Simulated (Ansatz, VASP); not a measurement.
One calculation of Ba, two programs

```
Ba
1.0
     0.00000    3.26556    3.26556
     3.26556    0.00000    3.26556
     3.26556    3.26556    0.00000
Ba
1
Direct
  0.00000 0.00000 0.00000
```

Alike in both runs: task single point; functional r2SCAN; k mesh 10 × 10 × 10; occupations fermi-dirac, width 0.1 eV; no spin polarisation.

|  | VASP | Ansatz |
| --- | --- | --- |
| version | VASP 6.6.1 | Ansatz 0.2.0 |
| potentials or method | VASP PAW PBE potentials, release 64 (Ba_sv), cutoff 520 eV | plane waves (500 eV) with PAW, scalar-relativistic |
| valence electrons in the cell | 10 | 10 |

|  | VASP | Ansatz | Ansatz less VASP |
| --- | --- | --- | --- |
| pressure (GPa) | -0.2 | -0.3 | -0.03 |

VASP's potentials were made for PBE, not for r2SCAN. With one functional, cell and mesh, what is left measures potentials, basis and numerics.

Neither program's run includes spin-orbit coupling.
